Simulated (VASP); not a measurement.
# MgCd3O4 (Pm-3m) in VASP: single point with PBE

Aim: the single point of MgCd3O4 with PBE.

All numbers are computed with VASP 6.6.1; they aren't measurements. Logs are shortened: lines on timing, memory, paths and dates and some standing lists are left out, and cuts for length are marked.

### Step 1. The cell of the first run

It takes space group Pm-3m (No. 221, cubic). Conventional cell: a = 4.681 Å, b = 4.681 Å, c = 4.681 Å, α = 90.00°, β = 90.00°, γ = 90.00°. Mg (site symmetry m-3m) has 6 O at 2.34 Å within 3.1 Å. Within 3.1 Å of Cd (site symmetry 4/mmm) lie 6 O at 2.34 Å. Within 3.1 Å of O (site symmetry 4/mmm) lie 2 Mg at 2.34 Å and 4 Cd at 2.34 Å. O (site symmetry m-3m) has 6 Cd at 2.34 Å within 3.1 Å.

### Step 2. Single point, PBE

Contents of INCAR:

```
PREC = Accurate
ENCUT = 840
EDIFF = 1E-6
ISMEAR = 0
SIGMA = 0.1
LREAL = F
LASPH = T
NELM = 120
ALGO = Normal
ISIF = 2
LWAVE = F
LCHARG = F
GGA = PE
NBANDS = 57
GGA_COMPAT = F
```

Contents of KPOINTS:

```
Automatic mesh
0
Gamma
  4 4 4
```

Contents of POSCAR:

```
MgCd3O4
1.0
    4.6810743306      0.0000000000      0.0000000000
    0.0000000000      4.6810743306      0.0000000000
    0.0000000000      0.0000000000      4.6810743306
Mg Cd O
1 3 4
Direct
    0.5000000000      0.5000000000      0.5000000000
    0.5000000000      0.0000000000      0.0000000000
    0.0000000000      0.0000000000      0.5000000000
    0.0000000000      0.5000000000      0.0000000000
    0.0000000000      0.5000000000      0.5000000000
    0.5000000000      0.5000000000      0.0000000000
    0.0000000000      0.0000000000      0.0000000000
    0.5000000000      0.0000000000      0.5000000000
```

Potentials or basis: VASP PAW PBE potentials, release 64 (Mg_sv, Cd_sv_GW, O).

Run with:

```console
> cat potpaw_PBE.64/Mg_sv/POTCAR potpaw_PBE.64/Cd_sv_GW/POTCAR potpaw_PBE.64/O/POTCAR > POTCAR
> mpirun -np 1 vasp_std > vasp.out
```

OUTCAR:

```text
PREC = Accurate
   ENCUT = 840
   EDIFF = 1E-6
   ISMEAR = 0
   LREAL = F
   LASPH = T
   NELM = 120
   ISIF = 2
   GGA = PE

 ion  position               nearest neighbor table
   1  0.500  0.500  0.500-
   2  0.500  0.000  0.000-
   3  0.000  0.000  0.500-
   4  0.000  0.500  0.000-
   5  0.000  0.500  0.500-
   6  0.500  0.500  0.000-
   7  0.000  0.000  0.000-
   8  0.500  0.000  0.500-

  LATTYP: Found a simple cubic cell.
 ALAT       =     4.6810743306

  Lattice vectors:

 A1 = (   4.6810743306,   0.0000000000,   0.0000000000)
 A2 = (   0.0000000000,   4.6810743306,   0.0000000000)
 A3 = (   0.0000000000,   0.0000000000,   4.6810743306)

Analysis of symmetry for initial positions (statically):
=====================================================================
 Subroutine PRICEL returns:
 Original cell was already a primitive cell.

 Routine SETGRP: Setting up the symmetry group for a
 simple cubic supercell.

 Subroutine GETGRP returns: Found 48 space group operations
 (whereof 48 operations were pure point group operations)
 out of a pool of 48 trial point group operations.

The static configuration has the point symmetry O_h .

Analysis of symmetry for dynamics (positions and initial velocities):
=====================================================================
 Subroutine PRICEL returns:
 Original cell was already a primitive cell.

 Routine SETGRP: Setting up the symmetry group for a
 simple cubic supercell.

 Subroutine GETGRP returns: Found 48 space group operations
 (whereof 48 operations were pure point group operations)
 out of a pool of 48 trial point group operations.

The dynamic configuration has the point symmetry O_h .

 Subroutine INISYM returns: Found 48 space group operations
 (whereof 48 operations are pure point group operations),
 and found     1 'primitive' translations

----------------------------------------------------------------------------------------

                                     Primitive cell

  volume of cell :     102.5738

  direct lattice vectors                    reciprocal lattice vectors
     4.681074331  0.000000000  0.000000000     0.213626174  0.000000000  0.000000000
     0.000000000  4.681074331  0.000000000     0.000000000  0.213626174  0.000000000
     0.000000000  0.000000000  4.681074331     0.000000000  0.000000000  0.213626174

  length of vectors
     4.681074331  4.681074331  4.681074331     0.213626174  0.213626174  0.213626174

  position of ions in fractional coordinates (direct lattice)
     0.500000000  0.500000000  0.500000000
     0.500000000  0.000000000  0.000000000
     0.000000000  0.000000000  0.500000000
     0.000000000  0.500000000  0.000000000
     0.000000000  0.500000000  0.500000000
     0.500000000  0.500000000  0.000000000
     0.000000000  0.000000000  0.000000000
     0.500000000  0.000000000  0.500000000

  ion indices of the primitive-cell ions
   primitive index   ion index
                 1           1
                 2           2
                 3           3
                 4           4
                 5           5
                 6           6
                 7           7
                 8           8

----------------------------------------------------------------------------------------

 KPOINTS: Automatic mesh

Automatic generation of k-mesh.
 Grid dimensions read from file:
 generate k-points for:    4    4    4

 Generating k-lattice:

  Cartesian coordinates                     Fractional coordinates (reciprocal lattice)
     0.053406544  0.000000000  0.000000000     0.250000000  0.000000000  0.000000000
     0.000000000  0.053406544  0.000000000     0.000000000  0.250000000  0.000000000
     0.000000000  0.000000000  0.053406544     0.000000000  0.000000000  0.250000000

  Length of vectors
     0.053406544  0.053406544  0.053406544

  Shift w.r.t. Gamma in fractional coordinates (k-lattice)
     0.000000000  0.000000000  0.000000000

 Subroutine IBZKPT returns following result:
 ===========================================

 Found     10 irreducible k-points:

 Following reciprocal coordinates:
            Coordinates               Weight
  0.000000  0.000000  0.000000      1.000000
  0.250000  0.000000  0.000000      6.000000
  0.500000  0.000000  0.000000      3.000000
  0.250000  0.250000  0.000000     12.000000
  0.500000  0.250000  0.000000     12.000000
  0.500000  0.500000  0.000000      3.000000
  0.250000  0.250000  0.250000      8.000000
  0.500000  0.250000  0.250000     12.000000
  0.500000  0.500000  0.250000      6.000000
  0.500000  0.500000  0.500000      1.000000
   k-points           NKPTS =     10   k-points in BZ     NKDIM =     10   number of bands    NBANDS=     57
   number of dos      NEDOS =    301   number of ions     NIONS =      8
   total plane-waves  NPLWV = 110592
   dimension x,y,z NGX =    48 NGY =   48 NGZ =   48
   dimension x,y,z NGXF=    96 NGYF=   96 NGZF=   96
   ions per type =               1   3   4
   NGX,Y,Z   is equivalent  to a cutoff of  17.05, 17.05, 17.05 a.u.
   NGXF,Y,Z  is equivalent  to a cutoff of  34.09, 34.09, 34.09 a.u.
 SYSTEM =  unknown system
   PREC   = accura    normal or accurate (medium, high low for compatibility)
   ISTART =      0    job   : 0-new  1-cont  2-samecut
   ICHARG =      2    charge: 1-file 2-atom 10-const
   ISPIN  =      1    spin polarized calculation?
   LNONCOLLINEAR =      F non collinear calculations
   LSORBIT =      F    spin-orbit coupling
   LASPH  =      T    aspherical Exc in radial PAW
   ENCUT  =  840.0 eV  61.74 Ry    7.86 a.u.  11.06 11.06 11.06*2*pi/ulx,y,z
   NELM   =    120;   NELMIN=  2; NELMDL= -5     # of ELM steps
   EDIFF  = 0.1E-05   stopping-criterion for ELM
   LREAL  =      F    real-space projection
   EDIFFG = 0.1E-04   stopping-criterion for IOM
   NSW    =      0    number of steps for IOM
   IBRION =     -1    ionic relax: 0-MD 1-quasi-New 2-CG
   NFREE  =      0    steps in history (QN), initial steepest desc. (CG)
   ISIF   =      2    stress and relaxation
   ISYM   =      2    0-nonsym 1-usesym 2-fastsym
   POTIM  = 0.5000    time-step for ionic-motion
   TEBEG  =    0.0;   TEEND  =   0.0 temperature during run
   PSTRESS=    0.0 pullay stress
   NELECT =      94.0000    total number of electrons
   NUPDOWN=      -1.0000    fix difference up-down
   EMIN   =  10.00;   EMAX   =-10.00  energy-range for DOS
   EFERMI =   0.00;   METHOD = LEGACY
   ISMEAR =     0;   SIGMA  =   0.10  broadening in eV -4-tet -1-fermi 0-gaus
   EFERMI_NEDOS =   21; number of points for ismear=-14 and -15
   IALGO  =     38    algorithm
   IMIX   =      4    mixing-type and parameters
     AMIX     =   0.40;   BMIX     =  1.00
     AMIX_MAG =   1.60;   BMIX_MAG =  1.00
  volume/ion in A,a.u.               =      12.82        86.53
  Fermi-wavevector in a.u.,A,eV,Ry     =   1.590152  3.004951 34.403456  2.528583
  Thomas-Fermi vector in A             =   2.688891
   LORBIT       =      0    0 simple, 1 ext, 2 COOP (PROOUT), +10 PAW based schemes
   GGA     = PE    functional components
   LHFCALC =     F    Hartree Fock is set to
   AEXX    =    0.0000 exact exchange contribution
   IVDW    =     0    specifies the selected vdW correction
   LEPSILON=     F    determine dielectric tensor
   LRPA    =     F    only Hartree local field effects (RPA)
 non-spin polarized calculation
 Gauss-broadening in eV      SIGMA  =   0.10
  energy-cutoff  :      840.00
  volume of cell :      102.57
 maximum number of plane-waves:      5702
 NGX is ok and might be reduce to    48
   NGX = 23   NGY = 23   NGZ = 23

 number of electron      94.0000018 magnetization

 Free energy of the ion-electron system (eV)
  ---------------------------------------------------
  ext. energy  EPLUGINS =         0.00000000
  ---------------------------------------------------
  free energy    TOTEN  =       -34.70527043 eV

  energy without entropy =      -34.70102604  energy(sigma->0) =      -34.70314824

 E-fermi :   4.4637     XC(G=0): -11.4621

 val. band max:        4.3970039260   @ k =   0.5000   0.5000   0.5000
 cond. band min:       5.9616334520   @ k =   0.2500   0.0000   0.0000
 fundamental gap:      1.5646295260
 Fermi energy:         4.4636925087

 k-point     1 :       0.0000    0.0000    0.0000
  band No.  band energies     occupation
      1     -96.0893      2.00000
      2     -96.0883      2.00000
      3     -96.0883      2.00000
      4     -70.2527      2.00000
      5     -57.1851      2.00000
      6     -57.1851      2.00000
[... 49 lines left out ...]
     56      14.4236      0.00000
     57      14.4236      0.00000

 k-point     2 :       0.2500    0.0000    0.0000
  band No.  band energies     occupation
      1     -96.0892      2.00000
      2     -96.0884      2.00000
      3     -96.0883      2.00000
      4     -70.2526      2.00000
      5     -57.1842      2.00000
      6     -57.1842      2.00000
[... 49 lines left out ...]
     56      13.8665      0.00000
     57      14.5956      0.00000

 k-point     3 :       0.5000    0.0000    0.0000
  band No.  band energies     occupation
      1     -96.0890      2.00000
      2     -96.0886      2.00000
      3     -96.0883      2.00000
      4     -70.2527      2.00000
      5     -57.1830      2.00000
      6     -57.1830      2.00000
[... 354 lines left out ...]
      1     -96.0886      2.00000
      2     -96.0886      2.00000
      3     -96.0886      2.00000
      4     -70.2527      2.00000
      5     -57.1854      2.00000
      6     -57.1851      2.00000
[... 49 lines left out ...]
     56      15.1398      0.00000
     57      15.2960      0.00000

 k-point    10 :       0.5000    0.5000    0.5000
  band No.  band energies     occupation
      1     -96.0886      2.00000
      2     -96.0886      2.00000
      3     -96.0886      2.00000
      4     -70.2525      2.00000
      5     -57.1872      2.00000
      6     -57.1851      2.00000
[... 49 lines left out ...]
     56      16.2988      0.00000
     57      16.3393      0.00000

------------------------ aborting loop because EDIFF is reached ----------------------------------------

  FORCE on cell =-STRESS in cart. coord.  units (eV):
  Direction    XX          YY          ZZ          XY          YZ          ZX
  --------------------------------------------------------------------------------------
  -------------------------------------------------------------------------------------
  Total       -0.1364659     -0.1364659     -0.1364659      0.0000000      0.0000000     -0.0000000
  in kB       -2.1315626     -2.1315626     -2.1315626      0.0000000      0.0000000     -0.0000000
  external PRESSURE =      -2.1315626 kB  Pullay stress =       0.0000000 kB

 VOLUME and BASIS-vectors are now :
 -----------------------------------------------------------------------------
  energy-cutoff  :      840.00
  volume of cell :      102.57
      direct lattice vectors                 reciprocal lattice vectors
     4.681074331  0.000000000  0.000000000     0.213626174  0.000000000  0.000000000
     0.000000000  4.681074331  0.000000000     0.000000000  0.213626174  0.000000000
     0.000000000  0.000000000  4.681074331     0.000000000  0.000000000  0.213626174

 POSITION                                       TOTAL-FORCE (eV/Angst)
 -----------------------------------------------------------------------------------
      2.34054      2.34054      2.34054         0.000000      0.000000      0.000000
      2.34054      0.00000      0.00000         0.000000      0.000000      0.000000
      0.00000      0.00000      2.34054         0.000000      0.000000      0.000000
      0.00000      2.34054      0.00000         0.000000      0.000000      0.000000
      0.00000      2.34054      2.34054         0.000000      0.000000      0.000000
      2.34054      2.34054      0.00000         0.000000      0.000000      0.000000
      0.00000      0.00000      0.00000         0.000000      0.000000      0.000000
      2.34054      0.00000      2.34054         0.000000      0.000000      0.000000
 -----------------------------------------------------------------------------------
    total drift:                                0.000000      0.000000      0.000000

  FREE ENERGIE OF THE ION-ELECTRON SYSTEM (eV)
  ---------------------------------------------------
  free  energy   TOTEN  =       -34.7052704318 eV

  energy  without entropy=      -34.7010260395  energy(sigma->0) =      -34.70314824
```

Wall time 89 s (1 thread of Intel Xeon 6975P-C (Granite Rapids), shared host); peak memory 0.39 GiB.

Results:

```yaml
Free_energy: -34.7053 eV
Pressure: -0.2 GPa
Band_gap_on_the_k_mesh: zero (bands 47 and 48 overlap by 0.13 eV)
```

Levels at points of the mesh, in eV from the Fermi level:
```
           k point  band 43  band 44  band 45  band 46  band 47  band 48  band 49  band 50  band 51  band 52
(0.00, 0.00, 0.00)    -2.36    -2.36    -1.42    -1.42    -1.42    -0.20     3.85     3.85     5.43     8.58
(0.50, 0.00, 0.00)    -1.95    -1.87    -1.87    -1.66    -1.66     3.57     3.74     6.01     6.80     8.43
(0.50, 0.50, 0.00)    -2.05    -1.67    -0.19    -0.19    -0.18     5.15     5.24     5.24     5.46     8.48
(0.50, 0.50, 0.50)    -0.15    -0.15    -0.07    -0.07    -0.07     4.39     4.52     4.52     4.52     7.27
```

Caveat: semilocal functionals underestimate gaps, and a narrow one can read as zero.

The gap in the log of VASP goes by the Fermi energy; the results here count the filled bands.